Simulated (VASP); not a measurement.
Input of a VASP 6.6.1 run:

The input POSCAR:

```
Na2S
1.0
    0.0000000000      3.2119835300      3.2119835300
    3.2119835300      0.0000000000      3.2119835300
    3.2119835300      3.2119835300      0.0000000000
Na S
2 1
Direct
    0.2500000000      0.2500000000      0.2500000000
    0.7500000000      0.7500000000      0.7500000000
    0.0000000000      0.0000000000      0.0000000000
```

File INCAR.step1:

```
  PREC = Accurate
  ENCUT = 550
  ISMEAR = -1
  SIGMA = 0.02
  LREAL = False
  LASPH = True
  NELM = 120
  NBANDS = 17
  GGA = PE
  ALGO = Normal
  EDIFF = 1E-5
  LWAVE = True
  LCHARG = False
  GGA_COMPAT = False
```

INCAR.step2

```
  PREC = Accurate
  ENCUT = 550
  EDIFF = 1E-6
  ISMEAR = -1
  SIGMA = 0.02
  LREAL = False
  LASPH = True
  NELM = 120
  ALGO = Normal
  ISIF = 2
  LWAVE = False
  LCHARG = False
  METAGGA = R2SCAN
  LMIXTAU = True
  NBANDS = 17
  ISTART = 1
  GGA_COMPAT = False
```

Contents of KPOINTS:

```
regular mesh
0
Gamma
  8 8 8
```

Potentials or basis: VASP PAW PBE potentials, release 64 (Na_pv, S).

Launch:

```bash
$ cat potpaw_PBE.64/Na_pv/POTCAR potpaw_PBE.64/S/POTCAR > POTCAR
$ cp INCAR.step1 INCAR
$ mpirun -np 1 vasp_std > vasp.out
$ cp INCAR.step2 INCAR
$ mpirun -np 1 vasp_std > vasp.out
```

What does it give for the band gap on the k mesh?

3.26 eV.

What does it give for the pressure?

1.3 GPa.

Caveat: the PAW data sets were made with another functional, which shifts forces and pressure a little. A k mesh can miss the band edges.
